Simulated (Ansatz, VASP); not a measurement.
**Two plane-wave programs on Sc3Al**

The input INCAR:

```
SYSTEM = Sc3Al
ALGO = Fast ; EDIFF = 1E-6
ENCUT = 520 ; GGA = PS
ISIF = 2 ; ISMEAR = 0
LASPH = .True. ; LCHARG = .False.
LREAL = .False. ; LWAVE = .False.
NBANDS = 26 ; NELM = 80
PREC = Accurate ; SIGMA = 0.15
```

KPOINTS

```
k-points
0
Gamma
  12 12 12
  0 0 0
```

Contents of POSCAR:

```
Sc3Al
1.0
    4.3747949981      0.0000000000      0.0000000000
    0.0000000000      4.3747949981      0.0000000000
    0.0000000000      0.0000000000      4.3747949981
Sc Al
3 1
Direct
    0.5000000000      0.0000000000      0.5000000000
    0.0000000000      0.5000000000      0.5000000000
    0.5000000000      0.5000000000      0.0000000000
    0.0000000000      0.0000000000      0.0228582139
```

Input for Ansatz:

```yaml
crystal:
  lattice:
    - [4.3747949981, 0.0, 0.0]
    - [0.0, 4.3747949981, 0.0]
    - [0.0, 0.0, 4.3747949981]
  atoms:
    - { symbol: Sc, position: [0.5, 0.0, 0.5] }
    - { symbol: Sc, position: [0.0, 0.5, 0.5] }
    - { symbol: Sc, position: [0.5, 0.5, 0.0] }
    - { symbol: Al, position: [0.0, 0.0, 0.0228582139] }
basis:
  ecutwfc: 420
kpoints:
  mp_grid: { grid: [12, 12, 12] }
hamiltonian:
  xc: pbesol
scf:
  occupations: { method: gaussian, width: 0.15 }
output:
  forces: true
  stress: true
  eigenvalues: true
```

Alike in both runs: task single point; functional PBEsol; k mesh 12 × 12 × 12; occupations gaussian, width 0.15 eV; no spin polarisation.

|  | VASP | Ansatz |
| --- | --- | --- |
| version | VASP 6.6.1 | Ansatz 0.2.0 |
| potentials or method | VASP PAW PBE potentials, release 64 (Sc_sv, Al), cutoff 520 eV | scalar-relativistic, plane waves, PAW |
| valence electrons in the cell | 36 | 36 |

|  | VASP | Ansatz | Ansatz less VASP |
| --- | --- | --- | --- |
| gap on the k mesh at the Fermi level (eV) | none | none | - |
| pressure (GPa) | 0.2 | 0.1 | -0.06 |
| rms of the force components (eV/Å) | 0.151 | 0.150 | -0.0009 |

VASP's potentials were made for PBE, not for PBEsol. Atom by atom the forces differ by 0.001 eV/Å (rms over components). A gap of «none» marks a metal or a gap that the smearing closes.
